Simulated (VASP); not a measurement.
# Ta (I4/mmm) in VASP: further runs

Runs on Ta. Level: PBEsol. Tasks: single point.

All numbers are computed with VASP 6.6.1; they aren't measurements. Logs are shortened: lines on timing, memory, paths and dates and some standing lists are left out, and cuts for length are marked.

**1. The cell of the first run**

It takes space group I4/mmm (No. 139, tetragonal). The conventional cell has a = 3.402 Å, b = 3.402 Å, c = 3.303 Å, α = 90.00°, β = 90.00°, γ = 90.00°. Within 3.8 Å of Ta (site symmetry 4/mmm) lie 14 Ta at 2.92 to 3.40 Å.

**2. Single point, PBEsol (strain +0.0300 x Voigt [1, 1, 0, 0, 0, 0])**

File INCAR:

```
ALGO = Fast
EDIFF = 1E-6
ENCUT = 520
GGA = PS
ISIF = 2
ISMEAR = 0
LASPH = True
LCHARG = False
LREAL = False
LWAVE = False
NBANDS = 12
NELM = 60
PREC = Accurate
SIGMA = 0.15
```

File KPOINTS:

```
k-points
0
Gamma
  20 20 20
```

File POSCAR:

```
Ta
1.0
   -1.7008184000      1.7008184000      1.6512800000
    1.7008184000     -1.7008184000      1.6512800000
    1.7008184000      1.7008184000     -1.6512800000
Ta
1
Direct
    0.0000000000      0.0000000000      0.0000000000
```

Potentials or basis: VASP PAW PBE potentials, release 64 (Ta_pv).

The run is started by

```sh
> cat potpaw_PBE.64/Ta_pv/POTCAR > POTCAR
> mpirun -np 1 vasp_std > vasp.out
```

OUTCAR:

```text
EDIFF = 1E-6
   ENCUT = 520
   GGA = PS
   ISIF = 2
   ISMEAR = 0
   LASPH = True
   LREAL = False
   NELM = 60
   PREC = Accurate

 ion  position               nearest neighbor table
   1  0.000  0.000  0.000-

  LATTYP: Found a body centered tetragonal cell.
 ALAT       =     3.4016368000
 C/A-ratio  =     0.9708737864

  Lattice vectors:

 A1 = (  -1.7008184000,   1.7008184000,   1.6512800000)
 A2 = (   1.7008184000,  -1.7008184000,   1.6512800000)
 A3 = (   1.7008184000,   1.7008184000,  -1.6512800000)

Analysis of symmetry for initial positions (statically):
=====================================================================
 Subroutine PRICEL returns:
 Original cell was already a primitive cell.

 Routine SETGRP: Setting up the symmetry group for a
 body centered tetragonal supercell.

 Subroutine GETGRP returns: Found 16 space group operations
 (whereof 16 operations were pure point group operations)
 out of a pool of 16 trial point group operations.

The static configuration has the point symmetry D_4h.

Analysis of symmetry for dynamics (positions and initial velocities):
=====================================================================
 Subroutine PRICEL returns:
 Original cell was already a primitive cell.

 Routine SETGRP: Setting up the symmetry group for a
 body centered tetragonal supercell.

 Subroutine GETGRP returns: Found 16 space group operations
 (whereof 16 operations were pure point group operations)
 out of a pool of 16 trial point group operations.

The dynamic configuration has the point symmetry D_4h.

 Subroutine INISYM returns: Found 16 space group operations
 (whereof 16 operations are pure point group operations),
 and found     1 'primitive' translations

----------------------------------------------------------------------------------------

                                     Primitive cell

  volume of cell :      19.1072

  direct lattice vectors                    reciprocal lattice vectors
    -1.700818400  1.700818400  1.651280000     0.000000000  0.293976123  0.302795407
     1.700818400 -1.700818400  1.651280000     0.293976123  0.000000000  0.302795407
     1.700818400  1.700818400 -1.651280000     0.293976123  0.293976123  0.000000000

  length of vectors
     2.917583263  2.917583263  2.917583263     0.422027274  0.422027274  0.415745021

  position of ions in fractional coordinates (direct lattice)
     0.000000000  0.000000000  0.000000000

  ion indices of the primitive-cell ions
   primitive index   ion index
                 1           1

----------------------------------------------------------------------------------------

 KPOINTS: k-points

Automatic generation of k-mesh.
 Grid dimensions read from file:
 generate k-points for:   20   20   20

 Generating k-lattice:

  Cartesian coordinates                     Fractional coordinates (reciprocal lattice)
     0.000000000  0.014698806  0.015139770     0.050000000  0.000000000  0.000000000
     0.014698806  0.000000000  0.015139770     0.000000000  0.050000000  0.000000000
     0.014698806  0.014698806  0.000000000     0.000000000  0.000000000  0.050000000

  Length of vectors
     0.021101364  0.021101364  0.020787251

  Shift w.r.t. Gamma in fractional coordinates (k-lattice)
     0.000000000  0.000000000  0.000000000

 Subroutine IBZKPT returns following result:
 ===========================================

 Found    641 irreducible k-points:

 Following reciprocal coordinates:
            Coordinates               Weight
  0.000000  0.000000  0.000000      1.000000
  0.050000  0.000000 -0.000000      8.000000
  0.100000  0.000000 -0.000000      8.000000
  0.150000  0.000000 -0.000000      8.000000
  0.200000  0.000000 -0.000000      8.000000
  0.250000  0.000000 -0.000000      8.000000
[... 16 lines left out ...]
 -0.400000  0.050000  0.000000     16.000000
 -0.350000  0.050000  0.000000     16.000000
 [... further k-points ...]
   k-points           NKPTS =    641   k-points in BZ     NKDIM =    641   number of bands    NBANDS=     12
   number of dos      NEDOS =    301   number of ions     NIONS =      1
   total plane-waves  NPLWV =  13824
   dimension x,y,z NGX =    24 NGY =   24 NGZ =   24
   dimension x,y,z NGXF=    48 NGYF=   48 NGZF=   48
   ions per type =               1
   NGX,Y,Z   is equivalent  to a cutoff of  13.68, 13.68, 13.68 a.u.
   NGXF,Y,Z  is equivalent  to a cutoff of  27.35, 27.35, 27.35 a.u.
 SYSTEM =  unknown system
   PREC   = accura    normal or accurate (medium, high low for compatibility)
   ISTART =      0    job   : 0-new  1-cont  2-samecut
   ICHARG =      2    charge: 1-file 2-atom 10-const
   ISPIN  =      1    spin polarized calculation?
   LNONCOLLINEAR =      F non collinear calculations
   LSORBIT =      F    spin-orbit coupling
   LASPH  =      T    aspherical Exc in radial PAW
   ENCUT  =  520.0 eV  38.22 Ry    6.18 a.u.   5.42  5.42  5.42*2*pi/ulx,y,z
[... 60 lines left out ...]
      1     -28.4096      2.00000
      2     -28.4096      2.00000
      3     -28.4021      2.00000
      4      -2.8413      2.00000
      5       5.3418      0.00000
      6       5.6957      0.00000
      7       5.6957      0.00000
      8       8.3825      0.00000
      9       8.8646      0.00000
     10      19.4549      0.00000
     11      19.4549      0.00000
     12      19.9783      0.00000

 k-point     2 :       0.0500    0.0000   -0.0000
  band No.  band energies     occupation
      1     -28.4319      2.00000
      2     -28.4178      2.00000
      3     -28.4058      2.00000
      4      -2.7355      2.00000
      5       5.3431      0.00000
      6       5.6735      0.00000
      7       5.7265      0.00000
      8       8.3598      0.00000
      9       8.7813      0.00000
     10      19.6319      0.00000
     11      19.6432      0.00000
     12      20.1596      0.00000

 k-point     3 :       0.1000    0.0000   -0.0000
  band No.  band energies     occupation
      1     -28.5050      2.00000
      2     -28.4414      2.00000
      3     -28.4071      2.00000
      4      -2.4259      2.00000
      5       5.2188      0.00065
      6       5.5863      0.00000
      7       5.9586      0.00000
      8       8.2647      0.00000
      9       8.6454      0.00000
     10      19.9814      0.00000
     11      20.1927      0.00000
     12      20.7374      0.00000

 k-point     4 :       0.1500    0.0000   -0.0000
  band No.  band energies     occupation
      1     -28.6178      2.00000
      2     -28.4780      2.00000
      3     -28.4087      2.00000
      4      -1.9373      2.00000
      5       4.9552      0.35531
      6       5.3942      0.00000
      7       6.4339      0.00000
      8       8.1302      0.00000
      9       8.6086      0.00000
     10      20.2594      0.00000
     11      21.0632      0.00000
     12      21.4620      0.00000

 k-point     5 :       0.2000    0.0000   -0.0000
  band No.  band energies     occupation
      1     -28.7572      2.00000
      2     -28.5238      2.00000
      3     -28.4107      2.00000
      4      -1.3155      2.00000
      5       4.6297      1.96801
      6       5.1083      0.01788
      7       7.1053      0.00000
      8       8.1037      0.00000
      9       8.6559      0.00000
     10      19.3009      0.00000
     11      20.1977      0.00000
     12      21.7832      0.00000
[... 228 lines left out ...]
      1     -29.3607      2.00000
      2     -28.7381      2.00000
      3     -28.4294      2.00000
      4       0.8051      2.00000
      5       3.3789      2.00000
      6       6.0809      0.00000
      7       8.5440      0.00000
      8       9.6193      0.00000
      9      12.1206      0.00000
     10      15.6408      0.00000
     11      16.7128      0.00000
     12      20.5721      0.00000

 k-point    22 :      -0.4500    0.0500    0.0000
  band No.  band energies     occupation
      1     -29.3178      2.00000
      2     -28.7224      2.00000
      3     -28.4282      2.00000
      4       0.7711      2.00000
      5       3.4621      2.00000
      6       5.6310      0.00000
      7       8.6105      0.00000
      8       9.4535      0.00000
      9      11.5290      0.00000
     10      16.2127      0.00000
     11      17.1292      0.00000
     12      21.3272      0.00000

 k-point    23 :      -0.4000    0.0500    0.0000
  band No.  band energies     occupation
      1     -29.2361      2.00000
      2     -28.6921      2.00000
      3     -28.4264      2.00000
      4       0.6369      2.00000
      5       3.6224      2.00000
      6       5.0746      0.04036
      7       8.5919      0.00000
      8       9.2275      0.00000
      9      10.5973      0.00000
     10      17.0909      0.00000
     11      17.9874      0.00000
     12      19.3236      0.00000

 k-point    24 :      -0.3500    0.0500    0.0000
  band No.  band energies     occupation
      1     -29.1223      2.00000
      2     -28.6501      2.00000
      3     -28.4241      2.00000
      4       0.3039      2.00000
      5       3.8517      2.00000
      6       4.7217      1.79816
      7       8.4174      0.00000
      8       9.0426      0.00000
      9       9.5635      0.00000
     10      18.0580      0.00000
     11      19.1460      0.00000
     12      19.4105      0.00000

 [... further k-points ...]
[... 5 lines left out ...]
  --------------------------------------------------------------------------------------
  -------------------------------------------------------------------------------------
  Total       -1.7650891     -1.7650891     -1.4384745      0.0000000      0.0000000      0.0000000
  in kB     -148.0064387   -148.0064387   -120.6191178      0.0000000      0.0000000      0.0000000
  external PRESSURE =    -138.8773317 kB  Pullay stress =       0.0000000 kB

 VOLUME and BASIS-vectors are now :
 -----------------------------------------------------------------------------
  energy-cutoff  :      520.00
  volume of cell :       19.11
      direct lattice vectors                 reciprocal lattice vectors
    -1.700818400  1.700818400  1.651280000     0.000000000  0.293976123  0.302795407
     1.700818400 -1.700818400  1.651280000     0.293976123  0.000000000  0.302795407
     1.700818400  1.700818400 -1.651280000     0.293976123  0.293976123  0.000000000

 POSITION                                       TOTAL-FORCE (eV/Angst)
 -----------------------------------------------------------------------------------
      0.00000      0.00000      0.00000         0.000000      0.000000     -0.000000
 -----------------------------------------------------------------------------------
    total drift:                                0.000000      0.000000      0.000000

  FREE ENERGIE OF THE ION-ELECTRON SYSTEM (eV)
  ---------------------------------------------------
  free  energy   TOTEN  =       -12.4900794773 eV

  energy  without entropy=      -12.4744388278  energy(sigma->0) =      -12.48225915
```

It took 41 s on 1 thread of Intel Xeon 6975P-C (Granite Rapids), shared host; peak memory 0.25 GiB.

What came out:

* Free energy: -12.4901 eV
* Pressure: -13.9 GPa

Levels at points of the mesh, in eV from the Fermi level:
```tsv
k point	band 3	band 4	band 5	band 6	band 7	band 8	band 9	band 10
(0.00, 0.00, 0.00)	-33.26	-7.70	0.48	0.84	0.84	3.53	4.01	14.60
(0.50, 0.00, 0.00)	-33.28	-4.13	-1.51	1.43	3.71	4.73	7.25	10.83
(0.50, 0.50, 0.00)	-33.26	-4.16	-1.14	1.23	3.31	4.42	7.18	10.66
(0.50, 0.50, 0.50)	-33.90	-3.51	-3.44	6.33	6.33	6.44	7.89	7.89
```

Caveat: the cell differs from its parent crystal (strain +0.0300 x Voigt [1, 1, 0, 0, 0, 0]); the PAW data sets were made with another functional, which shifts forces and pressure a little; spin-orbit coupling is left out, which moves the levels of the heavy elements.

**3. Single point, PBEsol (strain +0.0450 x Voigt [1, 1, 0, 0, 0, 0])**

File INCAR:

```
SYSTEM = Ta
PREC     = Accurate       ! precision mode
ENCUT    = 520            ! plane-wave cutoff, eV
EDIFF    = 1E-6           ! SCF threshold, eV
ISMEAR   = 0              ! smearing method
SIGMA    = 0.15           ! smearing width, eV
LREAL    = .False.        ! projectors in reciprocal space
LASPH    = .True.         ! aspherical terms in the spheres
NELM     = 60             ! most SCF steps
ALGO     = Fast           ! electronic algorithm
ISIF     = 2              ! what is computed and relaxed
LWAVE    = .False.        ! write WAVECAR
LCHARG   = .False.        ! write CHGCAR
GGA      = PS             ! functional
NBANDS   = 12             ! bands
```

File KPOINTS:

```
regular mesh
0
Gamma
  20 20 20
  0 0 0
```

File POSCAR:

```
Ta
1.0
   -1.7255876000      1.7255876000      1.6512800000
    1.7255876000     -1.7255876000      1.6512800000
    1.7255876000      1.7255876000     -1.6512800000
Ta
1
Direct
    0.0000000000      0.0000000000      0.0000000000
```

Potentials or basis: VASP PAW PBE potentials, release 64 (Ta_pv).

The run is started by

```sh
> cat potpaw_PBE.64/Ta_pv/POTCAR > POTCAR
> mpirun -np 1 vasp_std > vasp.out
```

It took 42 s on 1 thread of Intel Xeon 6975P-C (Granite Rapids), shared host; peak memory 0.26 GiB.

The run converged. Its results:

* Free energy: -12.4307 eV
* Pressure: -18.0 GPa

Stress tensor (GPa, compression positive):
```
-19.11   0.00   0.00
  0.00 -19.11   0.00
  0.00   0.00 -15.73
```

Levels at points of the mesh, in eV from the Fermi level:
```
           k point  band 4  band 5  band 6  band 7  band 8  band 9
(0.00, 0.00, 0.00)   -7.59    0.37    0.89    0.89    3.30    3.99
(0.50, 0.00, 0.00)   -4.01   -1.49    1.35    3.59    4.67    6.97
(0.50, 0.50, 0.00)   -4.06   -0.96    1.06    3.05    4.20    6.88
(0.50, 0.50, 0.50)   -3.38   -3.28    6.08    6.08    6.24    7.53
```

Caveat: the cell differs from its parent crystal (strain +0.0450 x Voigt [1, 1, 0, 0, 0, 0]); the PAW data sets were made with another functional, which shifts forces and pressure a little; spin-orbit coupling is left out, which moves the levels of the heavy elements.

**4. Single point, PBEsol (strain +0.0525 x Voigt [1, 1, 0, 0, 0, 0])**

File INCAR:

```
PREC = Accurate ; ENCUT = 520
EDIFF = 1E-6 ; ISMEAR = 0
SIGMA = 0.15 ; LREAL = F
LASPH = T ; NELM = 60
ALGO = Fast ; ISIF = 2
LWAVE = F ; LCHARG = F
GGA = PS ; NBANDS = 12
```

File KPOINTS:

```
regular mesh
0
Gamma
  20 20 20
```

File POSCAR:

```
Ta
1.0
   -1.7379722000      1.7379722000      1.6512800000
    1.7379722000     -1.7379722000      1.6512800000
    1.7379722000      1.7379722000     -1.6512800000
Ta
1
Direct
    0.0000000000      0.0000000000      0.0000000000
```

The run is started by

```sh
> cat potpaw_PBE.64/Ta_pv/POTCAR > POTCAR
> mpirun -np 1 vasp_std > vasp.out
```

Wall time 42 s (1 thread of Intel Xeon 6975P-C (Granite Rapids), shared host); peak memory 0.26 GiB.

Results (log left out):

```yaml
Free_energy: -12.3954 eV
Pressure: -19.8 GPa
```

Stress tensor (GPa, compression positive):
```
-20.99   0.00   0.00
  0.00 -20.99   0.00
  0.00   0.00 -17.44
```

Levels at points of the mesh, in eV from the Fermi level:
```tsv
k point	band 2	band 3	band 4	band 5	band 6	band 7	band 8	band 9	band 10	band 11
(0.00, 0.00, 0.00)	-33.45	-33.44	-7.54	0.32	0.91	0.91	3.18	3.98	14.28	14.28
(0.50, 0.00, 0.00)	-33.74	-33.47	-3.95	-1.48	1.31	3.52	4.65	6.84	10.20	11.38
(0.50, 0.50, 0.00)	-33.69	-33.43	-4.02	-0.88	0.98	2.92	4.09	6.74	9.93	11.73
(0.50, 0.50, 0.50)	-34.07	-33.97	-3.32	-3.20	5.96	5.96	6.15	7.35	7.35	8.65
```

Caveat: the cell differs from its parent crystal (strain +0.0525 x Voigt [1, 1, 0, 0, 0, 0]); the PAW data sets were made with another functional, which shifts forces and pressure a little; spin-orbit coupling is left out, which moves the levels of the heavy elements.

**5. Single point, PBEsol (strain +0.0600 x Voigt [1, 1, 0, 0, 0, 0])**

File INCAR:

```
  PREC = Accurate
  ENCUT = 520
  EDIFF = 1E-6
  ISMEAR = 0
  SIGMA = 0.15
  LREAL = F
  LASPH = T
  NELM = 100
  ALGO = Fast
  ISIF = 2
  LWAVE = F
  LCHARG = F
  GGA = PS
  NBANDS = 12
```

File KPOINTS:

```
Automatic mesh
0
Gamma
  20 20 20
```

File POSCAR:

```
Ta
1.0
   -1.7503568000      1.7503568000      1.6512800000
    1.7503568000     -1.7503568000      1.6512800000
    1.7503568000      1.7503568000     -1.6512800000
Ta
1
Direct
    0.0000000000      0.0000000000      0.0000000000
```

The run is started by

```sh
> cat potpaw_PBE.64/Ta_pv/POTCAR > POTCAR
> mpirun -np 1 vasp_std > vasp.out
```

Wall time 41 s (1 thread of Intel Xeon 6975P-C (Granite Rapids), shared host); peak memory 0.26 GiB.

Results (log left out):

| Quantity | Value |
| --- | --- |
| Free energy | -12.3565 eV |
| Pressure | -21.5 GPa |

Stress tensor (GPa, compression positive):
```
-22.73   0.00   0.00
  0.00 -22.73   0.00
  0.00   0.00 -19.06
```

Levels at points of the mesh, in eV from the Fermi level:
| k point | band 1 | band 2 | band 3 | band 4 | band 5 | band 6 | band 7 | band 8 | band 9 | band 10 |
| --- | --- | --- | --- | --- | --- | --- | --- | --- | --- | --- |
| (0.00, 0.00, 0.00) | -33.51 | -33.51 | -33.50 | -7.48 | 0.27 | 0.93 | 0.93 | 3.07 | 3.96 | 14.17 |
| (0.50, 0.00, 0.00) | -34.30 | -33.78 | -33.53 | -3.89 | -1.47 | 1.28 | 3.45 | 4.63 | 6.70 | 10.00 |
| (0.50, 0.50, 0.00) | -34.31 | -33.74 | -33.49 | -3.98 | -0.79 | 0.90 | 2.80 | 3.99 | 6.60 | 9.70 |
| (0.50, 0.50, 0.50) | -34.10 | -34.10 | -34.00 | -3.26 | -3.13 | 5.84 | 5.84 | 6.05 | 7.18 | 7.18 |

Caveat: the cell differs from its parent crystal (strain +0.0600 x Voigt [1, 1, 0, 0, 0, 0]); the PAW data sets were made with another functional, which shifts forces and pressure a little; spin-orbit coupling is left out, which moves the levels of the heavy elements.

**6. Overview**

| cell | gap on the mesh (eV) | pressure (GPa) |
| --- | --- | --- |
| a = 2.918 Å, angles 108.7, 108.7, 111.1°, 1 atom | none | -13.9 |
| a = 2.947 Å, angles 108.3, 108.3, 111.8°, 1 atom | none | -18.0 |
| a = 2.961 Å, angles 108.1, 108.1, 112.2°, 1 atom | none | -19.8 |
| a = 2.976 Å, angles 107.9, 107.9, 112.6°, 1 atom | none | -21.5 |

Alike in all rows: task single point; level PBEsol; potentials or basis VASP PAW PBE potentials, release 64 (Ta_pv); no spin polarisation; k mesh 20 × 20 × 20; cutoff (eV) 520; smearing gaussian 0.15 eV.

Caveats: the PAW data sets were made with another functional, which shifts forces and pressure a little; spin-orbit coupling is left out, which moves the levels of the heavy elements.

Total energies depend on the potentials used, so only differences within one code and one set of settings carry meaning.
